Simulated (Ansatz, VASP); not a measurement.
## Two plane-wave programs on SiC

Contents of POSCAR:

```
SiC
1.0
    2.8313545881      0.0000000000      0.0000000000
   -1.4156772940      2.4520250004      0.0000000000
    0.0000000000      0.0000000000      9.6736983763
Si C
4 4
Direct
    0.6666666667      0.3333333333      0.9378376197
    0.3333333333      0.6666666667      0.4378376197
    0.0000000000      0.0000000000      0.6878931817
    0.0000000000      0.0000000000      0.1878931817
    0.6666666667      0.3333333333      0.7498040034
    0.3333333333      0.6666666667      0.2498040034
    0.0000000000      0.0000000000      0.5004641952
    0.0000000000      0.0000000000      0.0004641952
```

Contents of INCAR.step1:

```
PREC     = Accurate       # precision mode
ENCUT    = 520            # plane-wave cutoff, eV
ISMEAR   = 0              # smearing method
SIGMA    = 0.05           # smearing width, eV
LREAL    = False          # projectors in reciprocal space
LASPH    = True           # aspherical terms in the spheres
NELM     = 80             # most SCF steps
NBANDS   = 26             # bands
GGA      = PE             # functional
ALGO     = Normal         # electronic algorithm
EDIFF    = 1E-4           # SCF threshold, eV
LWAVE    = True           # write WAVECAR
LCHARG   = False          # write CHGCAR
```

The input INCAR.step2:

```
PREC     = Accurate       # precision mode
ENCUT    = 520            # plane-wave cutoff, eV
EDIFF    = 1E-7           # SCF threshold, eV
ISMEAR   = 0              # smearing method
SIGMA    = 0.05           # smearing width, eV
LREAL    = False          # projectors in reciprocal space
LASPH    = True           # aspherical terms in the spheres
NELM     = 80             # most SCF steps
ALGO     = Normal         # electronic algorithm
ISIF     = 2              # what is computed and relaxed
LWAVE    = False          # write WAVECAR
LCHARG   = False          # write CHGCAR
METAGGA  = R2SCAN         # meta-GGA
LMIXTAU  = True         
NBANDS   = 26             # bands
ISTART   = 1
```

File KPOINTS:

```
Automatic mesh
0
Gamma
  12 12 4
```

Input for Ansatz:

```yaml
crystal:
  lattice:
    - [2.8313545881, 0.0, 0.0]
    - [-1.415677294, 2.4520250004, 0.0]
    - [0.0, 0.0, 9.6736983763]
  atoms:
    - { symbol: Si, position: [0.6666666667, 0.3333333333, 0.9378376197] }
    - { symbol: Si, position: [0.3333333333, 0.6666666667, 0.4378376197] }
    - { symbol: Si, position: [0.0, 0.0, 0.6878931817] }
    - { symbol: Si, position: [0.0, 0.0, 0.1878931817] }
    - { symbol: C, position: [0.6666666667, 0.3333333333, 0.7498040034] }
    - { symbol: C, position: [0.3333333333, 0.6666666667, 0.2498040034] }
    - { symbol: C, position: [0.0, 0.0, 0.5004641952] }
    - { symbol: C, position: [0.0, 0.0, 0.0004641952] }
basis:
  ecutwfc: 500
kpoints:
  mp_grid: { grid: [12, 12, 4] }
hamiltonian:
  xc: r2scan
scf:
  occupations: { method: gaussian, width: 0.05 }
output:
  forces: true
  stress: true
  eigenvalues: true
```

Change from the starting cell: strain -0.080 along x and y, -0.040 along z, atoms carried along.

Alike in both runs: task single point; functional r2SCAN; k mesh 12 × 12 × 4; occupations gaussian, width 0.05 eV; no spin polarisation.

|  | VASP | Ansatz |
| --- | --- | --- |
| version | VASP 6.6.1 | Ansatz 0.2.0 |
| potentials or method | VASP PAW PBE potentials, release 64 (Si, C), cutoff 520 eV | scalar-relativistic, plane waves, PAW |
| valence electrons in the cell | 32 | 32 |

```tsv
	VASP	Ansatz	Ansatz less VASP
gap on the k mesh at the Fermi level (eV)	2.39	2.37	-0.018
least direct gap on the mesh (eV)	3.76	3.74	-0.017
pressure (GPa)	70.7	71.1	+0.43
traceless stress, the component that is largest in VASP (GPa)	-27.62	-27.52	+0.094
rms of the force components (eV/Å)	0.549	0.554	+0.0058
```

VASP's potentials were made for PBE, not for r2SCAN. Atom by atom the forces differ by 0.006 eV/Å (rms over components). Both programs put the cell under a high pressure, so it lies far from rest at this level.

Noted on VASP's run: the cell as given lies far from equilibrium.
